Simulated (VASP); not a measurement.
**InSb: single point with LDA**

**What was measured.**

From “Electronic Structure and Epitaxy of CdTe Shells on InSb Nanowires”, 2021, arxiv:2111.05126, for a bulk crystal of InSb: band gap 0.24 eV.

Crystal: InSb.

```
CELL_PARAMETERS angstrom
0.00000 3.23910 3.23910
3.23910 0.00000 3.23910
3.23910 3.23910 0.00000
ATOMIC_POSITIONS crystal
In 0.00000 0.00000 0.00000
Sb 0.75000 0.75000 0.75000
```

```json
{"Program": "VASP 6.6.1", "Task": "single point", "Functional": "LDA", "Potentials or basis": "VASP PAW LDA potentials, release 64 (In_d, Sb)", "Cutoff": "520 eV", "k mesh": "10 × 10 × 10", "Occupations": "fermi-dirac, width 0.03 eV", "Spin": "no spin polarisation", "Dipole correction": "no", "Further INCAR settings": "ALGO = Normal; EDIFF = 1e-07; NBANDS = 16"}
```

```json
{
  "Pressure": "-0.5 GPa",
  "Band gap on the k mesh": "zero (filled and empty bands touch)"
}
```

Levels at points of the mesh, in eV from the Fermi level:
```
           k point  band 7  band 8  band 9  band 10  band 11  band 12
(0.00, 0.00, 0.00)   -0.39   -0.02   -0.02    -0.02     2.89     2.89
(0.50, 0.00, 0.00)   -5.70   -1.04   -1.04     0.40     3.74     3.74
(0.50, 0.50, 0.00)   -6.00   -2.30   -2.30     1.22     1.23     8.02
```

Run time: 18 s on 1 thread of Intel(R) Xeon(R) 6975P-C (Granite Rapids), on a shared host, peak memory 0.2 GiB.

Against the measured gap of InSb, 0.24 eV (quoted in “Electronic Structure and Epitaxy of CdTe Shells on InSb Nanowires”, 2021, arxiv:2111.05126), the calculated 0.00 eV is off by -0.24 eV. Spin-orbit coupling on In, Sb is left out. The value is that of LDA on a finite k mesh, which can miss the band edges, without temperature or zero-point motion. Semilocal functionals fall short of measured gaps as a rule.

Caveat: semilocal functionals underestimate gaps, so a narrow gap can read as zero; spin-orbit coupling is left out, which moves the levels of the heavy elements.
